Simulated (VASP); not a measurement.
## TiC (de600): vibrations by perturbation theory with LDA

TiC (de600):

```
Ti C
1.0
     0.00000    2.13059    2.13059
     2.13059    0.00000    2.13059
     2.13059    2.13059    0.00000
Ti C
1 1
Direct
  0.00000 0.00000 0.00000
  0.50000 0.50000 0.50000
```

| Property | Result |
| --- | --- |
| Program | VASP 6.6.1 |
| Task | vibrations by perturbation theory |
| Functional | LDA |
| Potentials or basis | VASP PAW LDA potentials, release 64 (Ti_sv, C) |
| Cutoff | 520 eV |
| k mesh | 16 × 16 × 16 |
| Occupations | fermi-dirac, width 0.15 eV |
| Spin | no spin polarisation |
| Dipole correction | no |
| Further INCAR settings | ALGO = Normal; EDIFF = 1e-08; NBANDS = 15; IBRION = 8; NSW = 1 |

```json
{"Highest phonon frequency at Γ, LO-TO splitting left out": "556 cm⁻¹"}
```

Phonon frequencies in cm⁻¹ (negative: imaginary):
```
              q point        frequencies
(0.000, 0.000, 0.000)  0 0 0 556 556 556
```

It took 8 min on 1 thread of Intel(R) Xeon(R) Platinum 8259CL CPU @ 2.50GHz (Skylake/Cascade Lake), on a shared host, peak memory 0.36 GiB.
